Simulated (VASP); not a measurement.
# CuSi16 (a cell with a defect) in VASP: relaxation of the atoms with PBE

Aim: the relaxation of the atoms of CuSi16 (a cell with a defect) with PBE.

All numbers are computed with VASP 6.6.1; they aren't measurements. Logs are shortened: lines on timing, memory, paths and dates and some standing lists are left out, and cuts for length are marked.

## 1. The cell of the first run

The cell holds a defect, 17 atoms: a = 7.679 Å, b = 7.679 Å, c = 7.679 Å, α = 60.00°, β = 60.00°, γ = 60.00°.

## 2. Relaxation of the atoms, PBE

Contents of INCAR:

```
PREC = Accurate ; ENCUT = 520
EDIFF = 1E-6 ; ISMEAR = 0
SIGMA = 0.02 ; LREAL = Auto
LASPH = T ; NELM = 80
ALGO = Normal ; ISIF = 2
LWAVE = F ; LCHARG = F
GGA = PE ; IBRION = 2
NSW = 80 ; EDIFFG = -0.03
NELECT = 74.0
```

Contents of KPOINTS:

```
Automatic mesh
0
Gamma
  2 2 2
```

Contents of POSCAR:

```
CuSi16
1.0
    0.0000000000      5.4300000000      5.4300000000
    5.4300000000      0.0000000000      5.4300000000
    5.4300000000      5.4300000000      0.0000000000
Si Cu
16 1
Direct
    0.0000000000      0.0000000000      0.0000000000
    0.1250000000      0.1250000000      0.1250000000
    0.0000000000      0.0000000000      0.5000000000
    0.1250000000      0.1250000000      0.6250000000
    0.0000000000      0.5000000000      0.0000000000
    0.1250000000      0.6250000000      0.1250000000
    0.0000000000      0.5000000000      0.5000000000
    0.1250000000      0.6250000000      0.6250000000
    0.5000000000      0.0000000000      0.0000000000
    0.6250000000      0.1250000000      0.1250000000
    0.5000000000      0.0000000000      0.5000000000
    0.6250000000      0.1250000000      0.6250000000
    0.5000000000      0.5000000000      0.0000000000
    0.6250000000      0.6250000000      0.1250000000
    0.5000000000      0.5000000000      0.5000000000
    0.6250000000      0.6250000000      0.6250000000
    0.7491605900      0.7503872700      0.7614041800
```

Potentials or basis: VASP PAW PBE potentials, release 64 (Si, Cu).

The run is started by

```bash
> cat potpaw_PBE.64/Si/POTCAR potpaw_PBE.64/Cu/POTCAR > POTCAR
> mpirun -np 1 vasp_std > vasp.out
```

OUTCAR:

```text
PREC = Accurate
   ENCUT = 520
   EDIFF = 1E-6
   ISMEAR = 0
   LREAL = Auto
   LASPH = T
   NELM = 80
   ISIF = 2
   GGA = PE
   IBRION = 2
   NSW = 80
   EDIFFG = -0.03
   NELECT = 74.0

 ion  position               nearest neighbor table
   1  0.000  0.000  0.000-   2 2.35   4 2.35   6 2.35  10 2.35
   2  0.125  0.125  0.125-   1 2.35   3 2.35   5 2.35   9 2.35
   3  0.000  0.000  0.500-   2 2.35   4 2.35   8 2.35  12 2.35  17 2.72
   4  0.125  0.125  0.625-   1 2.35   3 2.35   7 2.35  11 2.35
   5  0.000  0.500  0.000-   2 2.35   6 2.35   8 2.35  14 2.35  17 2.66
   6  0.125  0.625  0.125-   1 2.35   5 2.35   7 2.35  13 2.35
   7  0.000  0.500  0.500-   4 2.35   6 2.35   8 2.35  16 2.35  17 2.78
   8  0.125  0.625  0.625-   3 2.35   5 2.35   7 2.35  15 2.35  17 2.36
   9  0.500  0.000  0.000-   2 2.35  10 2.35  12 2.35  14 2.35  17 2.65
  10  0.625  0.125  0.125-   1 2.35   9 2.35  11 2.35  13 2.35
  11  0.500  0.000  0.500-   4 2.35  10 2.35  12 2.35  16 2.35  17 2.77
  12  0.625  0.125  0.625-  17 2.35   9 2.35  11 2.35  15 2.35   3 2.35
  13  0.500  0.500  0.000-   6 2.35  10 2.35  14 2.35  16 2.35  17 2.71
  14  0.625  0.625  0.125-  17 2.28   9 2.35  13 2.35  15 2.35   5 2.35
  15  0.500  0.500  0.500-   8 2.35  12 2.35  14 2.35  16 2.35
  16  0.625  0.625  0.625-   7 2.35  11 2.35  13 2.35  15 2.35  17 2.42
  17  0.749  0.750  0.761-  14 2.28  12 2.35   8 2.36  16 2.42   9 2.65   5 2.66  13 2.71   3 2.72
                            11 2.77   7 2.78

  LATTYP: Found a face centered cubic cell.
 ALAT       =    10.8600000000

  Lattice vectors:

 A1 = (   0.0000000000,   5.4300000000,   5.4300000000)
 A2 = (   5.4300000000,   0.0000000000,   5.4300000000)
 A3 = (   5.4300000000,   5.4300000000,   0.0000000000)

Analysis of symmetry for initial positions (statically):
=====================================================================
 Subroutine PRICEL returns:
 Original cell was already a primitive cell.

 Routine SETGRP: Setting up the symmetry group for a
 face centered cubic supercell.

 Subroutine GETGRP returns: Found  1 space group operations
 (whereof  1 operations were pure point group operations)
 out of a pool of 48 trial point group operations.

The static configuration has the point symmetry C_1 .

Analysis of symmetry for dynamics (positions and initial velocities):
=====================================================================
 Subroutine PRICEL returns:
 Original cell was already a primitive cell.

 Routine SETGRP: Setting up the symmetry group for a
 face centered cubic supercell.

 Subroutine GETGRP returns: Found  1 space group operations
 (whereof  1 operations were pure point group operations)
 out of a pool of 48 trial point group operations.

The dynamic configuration has the point symmetry C_1 .

 Subroutine INISYM returns: Found  1 space group operations
 (whereof  1 operations are pure point group operations),
 and found     1 'primitive' translations

----------------------------------------------------------------------------------------

                                     Primitive cell

  volume of cell :     320.2060

  direct lattice vectors                    reciprocal lattice vectors
     0.000000000  5.430000000  5.430000000    -0.092081031  0.092081031  0.092081031
     5.430000000  0.000000000  5.430000000     0.092081031 -0.092081031  0.092081031
     5.430000000  5.430000000  0.000000000     0.092081031  0.092081031 -0.092081031

  length of vectors
     7.679179644  7.679179644  7.679179644     0.159489025  0.159489025  0.159489025

  position of ions in fractional coordinates (direct lattice)
     0.000000000  0.000000000  0.000000000
     0.125000000  0.125000000  0.125000000
     0.000000000  0.000000000  0.500000000
     0.125000000  0.125000000  0.625000000
     0.000000000  0.500000000  0.000000000
     0.125000000  0.625000000  0.125000000
[... 9 lines left out ...]
     0.625000000  0.625000000  0.625000000
     0.749160590  0.750387270  0.761404180

  ion indices of the primitive-cell ions
   primitive index   ion index
                 1           1
                 2           2
                 3           3
                 4           4
                 5           5
                 6           6
[... 9 lines left out ...]
                16          16
                17          17

----------------------------------------------------------------------------------------

 KPOINTS: Automatic mesh

Automatic generation of k-mesh.
 Grid dimensions read from file:
 generate k-points for:    2    2    2

 Generating k-lattice:

  Cartesian coordinates                     Fractional coordinates (reciprocal lattice)
    -0.046040516  0.046040516  0.046040516     0.500000000  0.000000000  0.000000000
     0.046040516 -0.046040516  0.046040516     0.000000000  0.500000000  0.000000000
     0.046040516  0.046040516 -0.046040516     0.000000000  0.000000000  0.500000000

  Length of vectors
     0.079744512  0.079744512  0.079744512

  Shift w.r.t. Gamma in fractional coordinates (k-lattice)
     0.000000000  0.000000000  0.000000000

 Subroutine IBZKPT returns following result:
 ===========================================

 Found      8 irreducible k-points:

 Following reciprocal coordinates:
            Coordinates               Weight
  0.000000  0.000000  0.000000      1.000000
  0.500000  0.000000  0.000000      1.000000
  0.000000  0.500000  0.000000      1.000000
  0.000000  0.000000  0.500000      1.000000
  0.500000  0.500000  0.500000      1.000000
  0.500000  0.500000  0.000000      1.000000
  0.000000  0.500000  0.500000      1.000000
  0.500000  0.000000  0.500000      1.000000
   k-points           NKPTS =      8   k-points in BZ     NKDIM =      8   number of bands    NBANDS=     46
   number of dos      NEDOS =    301   number of ions     NIONS =     17
   total plane-waves  NPLWV = 216000
   dimension x,y,z NGX =    60 NGY =   60 NGZ =   60
   dimension x,y,z NGXF=   120 NGYF=  120 NGZF=  120
   ions per type =              16   1
   NGX,Y,Z   is equivalent  to a cutoff of  12.99, 12.99, 12.99 a.u.
   NGXF,Y,Z  is equivalent  to a cutoff of  25.98, 25.98, 25.98 a.u.
 SYSTEM =  unknown system
   PREC   = accura    normal or accurate (medium, high low for compatibility)
   ISTART =      0    job   : 0-new  1-cont  2-samecut
   ICHARG =      2    charge: 1-file 2-atom 10-const
   ISPIN  =      1    spin polarized calculation?
   LNONCOLLINEAR =      F non collinear calculations
   LSORBIT =      F    spin-orbit coupling
   LASPH  =      T    aspherical Exc in radial PAW
   ENCUT  =  520.0 eV  38.22 Ry    6.18 a.u.  14.28 14.28 14.28*2*pi/ulx,y,z
   NELM   =     80;   NELMIN=  2; NELMDL= -5     # of ELM steps
   EDIFF  = 0.1E-05   stopping-criterion for ELM
   LREAL  =      T    real-space projection
   EDIFFG = -.3E-01   stopping-criterion for IOM
   NSW    =     80    number of steps for IOM
   IBRION =      2    ionic relax: 0-MD 1-quasi-New 2-CG
   NFREE  =      1    steps in history (QN), initial steepest desc. (CG)
   ISIF   =      2    stress and relaxation
   ISYM   =      2    0-nonsym 1-usesym 2-fastsym
   POTIM  = 0.5000    time-step for ionic-motion
   TEBEG  =    0.0;   TEEND  =   0.0 temperature during run
   PSTRESS=    0.0 pullay stress
   NELECT =      74.0000    total number of electrons
   NUPDOWN=      -1.0000    fix difference up-down
   EMIN   =  10.00;   EMAX   =-10.00  energy-range for DOS
   EFERMI =   0.00;   METHOD = LEGACY
   ISMEAR =     0;   SIGMA  =   0.02  broadening in eV -4-tet -1-fermi 0-gaus
   EFERMI_NEDOS =   21; number of points for ismear=-14 and -15
   IALGO  =     38    algorithm
   IMIX   =      4    mixing-type and parameters
     AMIX     =   0.40;   BMIX     =  1.00
     AMIX_MAG =   1.60;   BMIX_MAG =  1.00
  volume/ion in A,a.u.               =      18.84       127.11
  Fermi-wavevector in a.u.,A,eV,Ry     =   1.004636  1.898488 13.732283  1.009294
  Thomas-Fermi vector in A             =   2.137265
   LORBIT       =      0    0 simple, 1 ext, 2 COOP (PROOUT), +10 PAW based schemes
   GGA     = PE    functional components
   LHFCALC =     F    Hartree Fock is set to
   AEXX    =    0.0000 exact exchange contribution
   IVDW    =     0    specifies the selected vdW correction
   LEPSILON=     F    determine dielectric tensor
   LRPA    =     F    only Hartree local field effects (RPA)
 conjugate gradient relaxation of ions
 non-spin polarized calculation
 Gauss-broadening in eV      SIGMA  =   0.02
  energy-cutoff  :      520.00
  volume of cell :      320.21
 maximum number of plane-waves:      8646
 NGX is ok and might be reduce to    60
   NGX = 29   NGY = 29   NGZ = 29

--------------------------------------- Ionic step        1  -------------------------------------------

 number of electron      74.0000005 magnetization

 Free energy of the ion-electron system (eV)
  ---------------------------------------------------
  ext. energy  EPLUGINS =         0.00000000
  ---------------------------------------------------
  free energy    TOTEN  =       -94.06836732 eV

  energy without entropy =      -94.06513157  energy(sigma->0) =      -94.06674944

------------------------ aborting loop because EDIFF is reached ----------------------------------------

  FORCE on cell =-STRESS in cart. coord.  units (eV):
  Direction    XX          YY          ZZ          XY          YZ          ZX
  --------------------------------------------------------------------------------------
  -------------------------------------------------------------------------------------
  Total       -0.6875662     -0.6892486     -0.6952275      0.0789053     -0.4420530     -0.3971683
  in kB       -3.4402946     -3.4487126     -3.4786286      0.3948090     -2.2118487     -1.9872643
  external PRESSURE =      -3.4558786 kB  Pullay stress =       0.0000000 kB
[... 134 lines left out ...]
  FREE ENERGIE OF THE ION-ELECTRON SYSTEM (eV)
  ---------------------------------------------------
  free  energy   TOTEN  =       -94.1798020907 eV

  energy  without entropy=      -94.1776596998  energy(sigma->0) =      -94.17873090

[... ionic steps 4 to 32 ...]

--------------------------------------- Ionic step       33  -------------------------------------------

 number of electron      74.0000003 magnetization

------------------------ aborting loop because EDIFF is reached ----------------------------------------

  FORCE on cell =-STRESS in cart. coord.  units (eV):
  Direction    XX          YY          ZZ          XY          YZ          ZX
  --------------------------------------------------------------------------------------
  -------------------------------------------------------------------------------------
  Total       -1.7456431     -1.7608507     -1.9158881      0.0440171     -0.2341287     -0.2287447
  in kB       -8.7344697     -8.8105625     -9.5863050      0.2202431     -1.1714824     -1.1445429
  external PRESSURE =      -9.0437791 kB  Pullay stress =       0.0000000 kB
[... 87 lines left out ...]
  energy  without entropy=      -94.2200342986  energy(sigma->0) =      -94.22003430

--------------------------------------- Ionic step       35  -------------------------------------------

 number of electron      74.0000004 magnetization

 Free energy of the ion-electron system (eV)
  ---------------------------------------------------
  ext. energy  EPLUGINS =         0.00000000
  ---------------------------------------------------
  free energy    TOTEN  =       -94.22028658 eV

  energy without entropy =      -94.22028658  energy(sigma->0) =      -94.22028658

 E-fermi :   6.3209     XC(G=0):  -9.6078

 val. band max:        6.2062694850   @ k =   0.0000   0.0000   0.0000
 cond. band min:       6.5423343876   @ k =   0.0000   0.0000   0.0000
 fundamental gap:      0.3360649026
 Fermi energy:         6.3208698722

 k-point     1 :       0.0000    0.0000    0.0000
  band No.  band energies     occupation
      1      -5.8944      2.00000
      2      -3.5476      2.00000
      3      -3.5067      2.00000
      4      -3.4726      2.00000
      5      -3.4712      2.00000
      6      -2.0432      2.00000
[... 425 lines left out ...]
  FREE ENERGIE OF THE ION-ELECTRON SYSTEM (eV)
  ---------------------------------------------------
  free  energy   TOTEN  =       -94.2202865813 eV

  energy  without entropy=      -94.2202865813  energy(sigma->0) =      -94.22028658

 reached required accuracy - stopping structural energy minimisation
```

Run time: 40 min. Hardware: 1 thread of Intel Xeon Platinum 8488C (Sapphire Rapids), shared host; peak memory 0.56 GiB.

What came out:

```yaml
Free_energy: -94.2203 eV
Energy_gained_by_relaxing: 8.9 meV/atom
Ionic_steps: 35
Largest_force_after_relaxing: 0.028 eV/Å
```

Forces on the atoms (eV/Å):
```
Si   0.021  0.009  0.000
Si  -0.004 -0.005  0.001
Si   0.001  0.000 -0.018
Si  -0.010 -0.008  0.010
Si  -0.012 -0.015  0.007
Si  -0.003  0.005 -0.003
Si   0.005  0.005 -0.005
Si  -0.002  0.010  0.012
Si  -0.020 -0.011  0.005
Si   0.001  0.003  0.004
Si   0.008  0.005 -0.002
Si   0.006  0.000  0.005
Si  -0.007 -0.005  0.004
Si   0.007  0.002  0.010
Si   0.006  0.005 -0.006
Si  -0.007 -0.008 -0.002
Cu   0.010  0.008 -0.025
```

The path:
| step | energy change (eV) | largest force (eV/Å) | pressure (GPa) |
| --- | --- | --- | --- |
| 1 | 0.0000 | 1.1725 | -0.35 |
| 2 | -0.1114 | 0.2549 | -0.75 |
| 3 | -0.1114 | 0.2501 | -0.73 |
| 4 | -0.1169 | 0.1257 | -0.75 |
| 5 | -0.1179 | 0.1588 | -0.74 |
| 6 | -0.1202 | 0.1166 | -0.75 |
| 7 | -0.1202 | 0.1151 | -0.72 |
| 8 | -0.1217 | 0.0753 | -0.75 |
| 9 | -0.1220 | 0.1124 | -0.74 |
| 10 | -0.1231 | 0.0760 | -0.76 |
| 11 | -0.1235 | 0.0819 | -0.76 |
| 12 | -0.1247 | 0.0814 | -0.75 |
| 13 | -0.1270 | 0.1071 | -0.75 |
| 14 | -0.1250 | 0.2398 | -0.76 |
| 15 | -0.1273 | 0.1352 | -0.76 |
| 16 | -0.1279 | 0.1323 | -0.75 |
| 17 | -0.1296 | 0.1331 | -0.78 |
| 18 | -0.1325 | 0.1464 | -0.79 |
| 19 | -0.1361 | 0.1661 | -0.82 |
| 20 | -0.1302 | 0.2993 | -0.92 |
| 21 | -0.1365 | 0.1848 | -0.84 |
| 22 | -0.1402 | 0.1365 | -0.86 |
| 23 | -0.1417 | 0.1356 | -0.89 |
| 24 | -0.1421 | 0.1335 | -0.90 |
| 25 | -0.1438 | 0.0736 | -0.87 |
| 26 | -0.1451 | 0.1311 | -0.90 |
| 27 | -0.1467 | 0.1092 | -0.88 |
| 28 | -0.1494 | 0.0539 | -0.89 |
| 29 | -0.1496 | 0.0709 | -0.90 |
| 30 | -0.1507 | 0.0391 | -0.90 |
| 31 | -0.1508 | 0.0442 | -0.90 |
| 32 | -0.1513 | 0.0331 | -0.90 |
| 33 | -0.1514 | 0.0550 | -0.90 |
| 34 | -0.1517 | 0.0402 | -0.87 |
| 35 | -0.1519 | 0.0275 | -0.90 |

Final structure:
```cif
data_structure
_symmetry_space_group_name_H-M 'P 1'
_symmetry_Int_Tables_number 1
_cell_length_a 7.6792
_cell_length_b 7.6792
_cell_length_c 7.6792
_cell_angle_alpha 60.000
_cell_angle_beta 60.000
_cell_angle_gamma 60.000
_cell_volume 320.21
loop_
_atom_site_label
_atom_site_type_symbol
_atom_site_fract_x
_atom_site_fract_y
_atom_site_fract_z
_atom_site_occupancy
Si1 Si 0.00383 0.00357 0.98625 1
Si2 Si 0.12679 0.12681 0.11205 1
Si3 Si 0.00524 0.00541 0.48648 1
Si4 Si 0.12856 0.12848 0.61302 1
Si5 Si 0.99270 0.49905 0.00778 1
Si6 Si 0.12807 0.63172 0.11198 1
Si7 Si 0.00679 0.50145 0.48643 1
Si8 Si 0.12197 0.62891 0.61944 1
Si9 Si 0.49898 0.99287 0.00781 1
Si10 Si 0.63183 0.12797 0.11203 1
Si11 Si 0.50154 0.00676 0.48647 1
Si12 Si 0.62874 0.12244 0.61936 1
Si13 Si 0.50054 0.50045 0.00733 1
Si14 Si 0.61272 0.61271 0.16172 1
Si15 Si 0.49028 0.49070 0.53297 1
Si16 Si 0.63107 0.63100 0.62056 1
Cu1 Cu 0.73952 0.74009 0.78970 1
```

Caveat: the k points lie up to 0.50 Å⁻¹ apart; the cell carries a net charge on a neutralising background, which shifts energy and pressure; the cell is charged against a uniform background, so pressure and absolute levels hang on convention.
